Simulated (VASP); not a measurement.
# SnSe (rocksalt type) (Fm-3m) in VASP: further runs, part 2 of 3

VASP 6.6.1. Earlier steps stand in the parts before.

## Step 3: Single point, PBE

File INCAR:

```
PREC = Accurate
ENCUT = 520
EDIFF = 1E-6
ISMEAR = -1
SIGMA = 0.05
LREAL = F
LASPH = T
NELM = 80
ALGO = Normal
ISIF = 2
LWAVE = F
LCHARG = F
GGA = PE
NBANDS = 17
```

File KPOINTS:

```
Automatic mesh
0
Gamma
  15 15 15
```

File POSCAR:

```
SnSe
1.0
    0.0000000000      2.5856998186      2.5856998186
    2.5856998186      0.0000000000      2.5856998186
    2.5856998186      2.5856998186      0.0000000000
Sn Se
1 1
Direct
    0.0000000000      0.0000000000      0.0000000000
    0.5000000000      0.5000000000      0.5000000000
```

Potentials or basis: VASP PAW PBE potentials, release 64 (Sn_d, Se).

Launch:

```sh
cat potpaw_PBE.64/Sn_d/POTCAR potpaw_PBE.64/Se/POTCAR > POTCAR
mpirun -np 1 vasp_std > vasp.out
```

OUTCAR:

```text
PREC = Accurate
   ENCUT = 520
   EDIFF = 1E-6
   ISMEAR = -1
   LREAL = F
   LASPH = T
   NELM = 80
   ISIF = 2
   GGA = PE

 ion  position               nearest neighbor table
   1  0.000  0.000  0.000-   2 2.59   2 2.59   2 2.59   2 2.59   2 2.59   2 2.59
   2  0.500  0.500  0.500-   1 2.59   1 2.59   1 2.59   1 2.59   1 2.59   1 2.59

  LATTYP: Found a face centered cubic cell.
 ALAT       =     5.1713996372

  Lattice vectors:

 A1 = (   0.0000000000,   2.5856998186,   2.5856998186)
 A2 = (   2.5856998186,   0.0000000000,   2.5856998186)
 A3 = (   2.5856998186,   2.5856998186,   0.0000000000)

Analysis of symmetry for initial positions (statically):
=====================================================================
 Subroutine PRICEL returns:
 Original cell was already a primitive cell.

 Routine SETGRP: Setting up the symmetry group for a
 face centered cubic supercell.

 Subroutine GETGRP returns: Found 48 space group operations
 (whereof 48 operations were pure point group operations)
 out of a pool of 48 trial point group operations.

The static configuration has the point symmetry O_h .

Analysis of symmetry for dynamics (positions and initial velocities):
=====================================================================
 Subroutine PRICEL returns:
 Original cell was already a primitive cell.

 Routine SETGRP: Setting up the symmetry group for a
 face centered cubic supercell.

 Subroutine GETGRP returns: Found 48 space group operations
 (whereof 48 operations were pure point group operations)
 out of a pool of 48 trial point group operations.

The dynamic configuration has the point symmetry O_h .

 Subroutine INISYM returns: Found 48 space group operations
 (whereof 48 operations are pure point group operations),
 and found     1 'primitive' translations

----------------------------------------------------------------------------------------

                                     Primitive cell

  volume of cell :      34.5752

  direct lattice vectors                    reciprocal lattice vectors
     0.000000000  2.585699819  2.585699819    -0.193371248  0.193371248  0.193371248
     2.585699819  0.000000000  2.585699819     0.193371248 -0.193371248  0.193371248
     2.585699819  2.585699819  0.000000000     0.193371248  0.193371248 -0.193371248

  length of vectors
     3.656731752  3.656731752  3.656731752     0.334928826  0.334928826  0.334928826

  position of ions in fractional coordinates (direct lattice)
     0.000000000  0.000000000  0.000000000
     0.500000000  0.500000000  0.500000000

  ion indices of the primitive-cell ions
   primitive index   ion index
                 1           1
                 2           2

----------------------------------------------------------------------------------------

 KPOINTS: Automatic mesh

Automatic generation of k-mesh.
 Grid dimensions read from file:
 generate k-points for:   15   15   15

 Generating k-lattice:

  Cartesian coordinates                     Fractional coordinates (reciprocal lattice)
    -0.012891417  0.012891417  0.012891417     0.066666667  0.000000000  0.000000000
     0.012891417 -0.012891417  0.012891417     0.000000000  0.066666667  0.000000000
     0.012891417  0.012891417 -0.012891417     0.000000000  0.000000000  0.066666667

  Length of vectors
     0.022328588  0.022328588  0.022328588

  Shift w.r.t. Gamma in fractional coordinates (k-lattice)
     0.000000000  0.000000000  0.000000000

 Subroutine IBZKPT returns following result:
 ===========================================

 Found    120 irreducible k-points:

 Following reciprocal coordinates:
            Coordinates               Weight
  0.000000  0.000000  0.000000      1.000000
  0.066667  0.000000  0.000000      8.000000
  0.133333  0.000000  0.000000      8.000000
  0.200000  0.000000  0.000000      8.000000
  0.266667  0.000000  0.000000      8.000000
  0.333333  0.000000  0.000000      8.000000
[... 16 lines left out ...]
  0.133333  0.133333  0.000000      6.000000
  0.200000  0.133333  0.000000     24.000000
 [... further k-points ...]
   k-points           NKPTS =    120   k-points in BZ     NKDIM =    120   number of bands    NBANDS=     17
   number of dos      NEDOS =    301   number of ions     NIONS =      2
   total plane-waves  NPLWV =  21952
   dimension x,y,z NGX =    28 NGY =   28 NGZ =   28
   dimension x,y,z NGXF=    56 NGYF=   56 NGZF=   56
   ions per type =               1   1
   NGX,Y,Z   is equivalent  to a cutoff of  12.73, 12.73, 12.73 a.u.
   NGXF,Y,Z  is equivalent  to a cutoff of  25.46, 25.46, 25.46 a.u.
 SYSTEM =  unknown system
   PREC   = accura    normal or accurate (medium, high low for compatibility)
   ISTART =      0    job   : 0-new  1-cont  2-samecut
   ICHARG =      2    charge: 1-file 2-atom 10-const
   ISPIN  =      1    spin polarized calculation?
   LNONCOLLINEAR =      F non collinear calculations
   LSORBIT =      F    spin-orbit coupling
   LASPH  =      T    aspherical Exc in radial PAW
   ENCUT  =  520.0 eV  38.22 Ry    6.18 a.u.   6.80  6.80  6.80*2*pi/ulx,y,z
   NELM   =     80;   NELMIN=  2; NELMDL= -5     # of ELM steps
   EDIFF  = 0.1E-05   stopping-criterion for ELM
   LREAL  =      F    real-space projection
   EDIFFG = 0.1E-04   stopping-criterion for IOM
   NSW    =      0    number of steps for IOM
   IBRION =     -1    ionic relax: 0-MD 1-quasi-New 2-CG
   NFREE  =      0    steps in history (QN), initial steepest desc. (CG)
   ISIF   =      2    stress and relaxation
   ISYM   =      2    0-nonsym 1-usesym 2-fastsym
   POTIM  = 0.5000    time-step for ionic-motion
   TEBEG  =    0.0;   TEEND  =   0.0 temperature during run
   PSTRESS=    0.0 pullay stress
   NELECT =      20.0000    total number of electrons
   NUPDOWN=      -1.0000    fix difference up-down
   EMIN   =  10.00;   EMAX   =-10.00  energy-range for DOS
   EFERMI =   0.00;   METHOD = LEGACY
   ISMEAR =    -1;   SIGMA  =   0.05  broadening in eV -4-tet -1-fermi 0-gaus
   EFERMI_NEDOS =   21; number of points for ismear=-14 and -15
   IALGO  =     38    algorithm
   IMIX   =      4    mixing-type and parameters
     AMIX     =   0.40;   BMIX     =  1.00
     AMIX_MAG =   1.60;   BMIX_MAG =  1.00
  volume/ion in A,a.u.               =      17.29       116.66
  Fermi-wavevector in a.u.,A,eV,Ry     =   1.364049  2.577679 25.315414  1.860630
  Thomas-Fermi vector in A             =   2.490399
   LORBIT       =      0    0 simple, 1 ext, 2 COOP (PROOUT), +10 PAW based schemes
   GGA     = PE    functional components
   LHFCALC =     F    Hartree Fock is set to
   AEXX    =    0.0000 exact exchange contribution
   IVDW    =     0    specifies the selected vdW correction
   LEPSILON=     F    determine dielectric tensor
   LRPA    =     F    only Hartree local field effects (RPA)
 non-spin polarized calculation
  energy-cutoff  :      520.00
  volume of cell :       34.58
 maximum number of plane-waves:       948
   NGX = 13   NGY = 13   NGZ = 13

 number of electron      20.0000001 magnetization

 Free energy of the ion-electron system (eV)
  ---------------------------------------------------
  ext. energy  EPLUGINS =         0.00000000
  ---------------------------------------------------
  free energy    TOTEN  =        -5.44183086 eV

  energy without entropy =       -5.43737659  energy(sigma->0) =       -5.43960372

 E-fermi :  12.3583     XC(G=0): -11.8382

 val. band max:       12.3575758905   @ k =   0.2667   0.1333   0.0667
 cond. band min:      12.3586865845   @ k =  -0.4667   0.0667   0.0000
 fundamental gap:      0.0011106941
 Fermi energy:        12.3583209968

 k-point     1 :       0.0000    0.0000    0.0000
  band No.  band energies     occupation
      1     -10.1958      2.00000
      2     -10.1958      2.00000
      3     -10.1619      2.00000
      4     -10.1619      2.00000
      5     -10.1619      2.00000
      6      -6.0998      2.00000
[... 9 lines left out ...]
     16      18.0863      0.00000
     17      18.9615      0.00000
[... 441 lines left out ...]
 k-point    24 :       0.2000    0.1333    0.0000
  band No.  band energies     occupation
      1     -10.2449      2.00000
      2     -10.1890      2.00000
      3     -10.1724      2.00000
      4     -10.1372      2.00000
      5     -10.1345      2.00000
      6      -5.5246      2.00000
[... 9 lines left out ...]
     16      20.0127      0.00000
     17      22.0237      0.00000

 [... further k-points ...]

------------------------ aborting loop because EDIFF is reached ----------------------------------------

  FORCE on cell =-STRESS in cart. coord.  units (eV):
  Direction    XX          YY          ZZ          XY          YZ          ZX
  --------------------------------------------------------------------------------------
  -------------------------------------------------------------------------------------
  Total       13.8783689     13.8783689     13.8783689     -0.0000000      0.0000000      0.0000000
  in kB      643.1091670    643.1091670    643.1091670     -0.0000000      0.0000000      0.0000000
  external PRESSURE =     643.1091670 kB  Pullay stress =       0.0000000 kB

 VOLUME and BASIS-vectors are now :
 -----------------------------------------------------------------------------
  energy-cutoff  :      520.00
  volume of cell :       34.58
      direct lattice vectors                 reciprocal lattice vectors
     0.000000000  2.585699819  2.585699819    -0.193371248  0.193371248  0.193371248
     2.585699819  0.000000000  2.585699819     0.193371248 -0.193371248  0.193371248
     2.585699819  2.585699819  0.000000000     0.193371248  0.193371248 -0.193371248

 POSITION                                       TOTAL-FORCE (eV/Angst)
 -----------------------------------------------------------------------------------
      0.00000      0.00000      0.00000         0.000000      0.000000      0.000000
      2.58570      2.58570      2.58570        -0.000000     -0.000000     -0.000000
 -----------------------------------------------------------------------------------
    total drift:                               -0.000000      0.000000      0.000000

  FREE ENERGIE OF THE ION-ELECTRON SYSTEM (eV)
  ---------------------------------------------------
  free  energy   TOTEN  =        -5.4418308589 eV

  energy  without entropy=       -5.4373765888  energy(sigma->0) =       -5.43960372
```

OSZICAR:

```text
N       E                     dE             d eps       ncg     rms          rms(c)
DAV:   1     0.136706936957E+03    0.13671E+03   -0.99065E+03  4192   0.170E+03
DAV:   2     0.531222878961E+01   -0.13139E+03   -0.12747E+03  4392   0.370E+02
DAV:   3    -0.533219130485E+01   -0.10644E+02   -0.10537E+02  5120   0.902E+01
DAV:   4    -0.554367443598E+01   -0.21148E+00   -0.21126E+00  4920   0.129E+01
DAV:   5    -0.554849647200E+01   -0.48220E-02   -0.48216E-02  5461   0.195E+00    0.801E+00
DAV:   6    -0.546198794365E+01    0.86509E-01   -0.92454E-02  6032   0.257E+00    0.487E+00
DAV:   7    -0.544310179926E+01    0.18886E-01   -0.60403E-02  6062   0.152E+00    0.656E-01
DAV:   8    -0.544176778374E+01    0.13340E-02   -0.75233E-03  5871   0.834E-01    0.118E-01
DAV:   9    -0.544182805700E+01   -0.60273E-04   -0.38323E-04  5039   0.194E-01    0.548E-02
DAV:  10    -0.544183042825E+01   -0.23712E-05   -0.24496E-05  6389   0.659E-02    0.155E-02
DAV:  11    -0.544183085889E+01   -0.43065E-06   -0.64989E-06  5330   0.321E-02
   1 F= -.54418309E+01 E0= -.54396037E+01  d E =-.445427E-02
```

stdout:

```text
POSCAR found type information on POSCAR SnSe
 POSCAR found :  2 types and       2 ions
 scaLAPACK will be used
 LDA part: xc-table for (Slater+PW92), standard interpolation
 POSCAR, INCAR and KPOINTS ok, starting setup
 FFT: planning ... GRIDC
 FFT: planning ... GRID_SOFT
 FFT: planning ... GRID
 WAVECAR not read
 entering main loop
```

It took 90 s on 1 thread of Intel Xeon 8259CL, shared host; peak memory 0.21 GiB.

Results:

```yaml
Free_energy: -5.4418 eV
Pressure: 64.3 GPa
```

Caveat: this odd mesh misses L, so gap, dielectric constants and Born charges aren't listed; the cell stands under pressure; spin-orbit coupling is left out, which moves the levels of the heavy elements.

## Step 4: Single point, PBE

File INCAR:

```
SYSTEM = SnSe
PREC     = Accurate       ! precision mode
ENCUT    = 520            ! plane-wave cutoff, eV
EDIFF    = 1E-7           ! SCF threshold, eV
ISMEAR   = -1             ! smearing method
SIGMA    = 0.05           ! smearing width, eV
LREAL    = .FALSE.        ! projectors in reciprocal space
LASPH    = .TRUE.         ! aspherical terms in the spheres
NELM     = 80             ! most SCF steps
ALGO     = Normal         ! electronic algorithm
ISIF     = 2              ! what is computed and relaxed
LWAVE    = .FALSE.        ! write WAVECAR
LCHARG   = .TRUE.         ! write CHGCAR
GGA      = PE             ! functional
LELF     = .TRUE.         ! ELF
LVHAR    = .TRUE.       
NBANDS   = 17             ! bands
```

File KPOINTS:

```
Automatic mesh
0
G
  15 15 15
  0 0 0
```

File POSCAR:

```
SnSe
1.0
    0.0000000000      2.5855720742      2.5855720742
    2.5855720742      0.0000000000      2.5855720742
    2.5855720742      2.5855720742      0.0000000000
Sn Se
1 1
Direct
    0.0000000000      0.0000000000      0.0000000000
    0.5000000000      0.5000000000      0.5000000000
```

Launch:

```sh
cat potpaw_PBE.64/Sn_d/POTCAR potpaw_PBE.64/Se/POTCAR > POTCAR
mpirun -np 1 vasp_std > vasp.out
```

It took 1.8 min on 1 thread of Intel Xeon 8259CL, shared host; peak memory 0.21 GiB.

Results (log left out):

- Free energy: -5.4398 eV
- Pressure: 64.3 GPa

Levels at points of the mesh, in eV from the Fermi level:
```
           k point  band 6  band 7  band 8  band 9  band 10  band 11  band 12  band 13  band 14  band 15
(0.00, 0.00, 0.00)  -18.46   -4.14   -4.14   -4.14    -3.22     4.72     4.72     4.72     5.73     5.73
```

Caveat: this odd mesh misses L, so gap, dielectric constants and Born charges aren't listed; the cell stands under pressure; spin-orbit coupling is left out, which moves the levels of the heavy elements.

(Part 2 of 3 ends here.)
